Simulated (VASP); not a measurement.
InSb: single point with PBEsol

InSb:

```
In Sb
1.0
     0.00000    3.23620    3.23620
     3.23620    0.00000    3.23620
     3.23620    3.23620    0.00000
In Sb
1 1
Direct
  0.00000 0.00000 0.00000
  0.75000 0.75000 0.75000
```

| Property | Result |
| --- | --- |
| Program | VASP 6.6.1 |
| Task | single point |
| Functional | PBEsol |
| Potentials or basis | VASP PAW PBE potentials, release 64 (In_d, Sb) |
| Cutoff | 520 eV |
| k mesh | 12 × 12 × 12 |
| Occupations | fermi-dirac, width 0.1 eV |
| Spin | no spin polarisation |

| Property | Result |
| --- | --- |
| Pressure | 1.0 GPa |
| Band gap on the k mesh | zero (filled and empty bands touch) |

Levels at points of the mesh, in eV from the Fermi level:
```
           k point  band 6  band 7  band 8  band 9  band 10  band 11  band 12  band 13
(0.00, 0.00, 0.00)  -10.98   -0.45   -0.21   -0.21    -0.21     2.72     2.72     2.72
(0.50, 0.00, 0.00)   -9.60   -5.88   -1.23   -1.23     0.27     3.57     3.57     5.74
(0.50, 0.50, 0.00)   -8.98   -6.17   -2.50   -2.50     1.04     1.05     7.93     7.93
```

Run time: 45 s on 1 thread of AMD EPYC 9R45 96-Core Processor (Zen 5) (shared host), peak memory 0.22 GiB.

Caveat: semilocal functionals underestimate gaps, and a narrow one can read as zero; the PAW data sets were made with another functional, which shifts forces and pressure a little; spin-orbit coupling is left out, which moves the levels of the heavy elements.
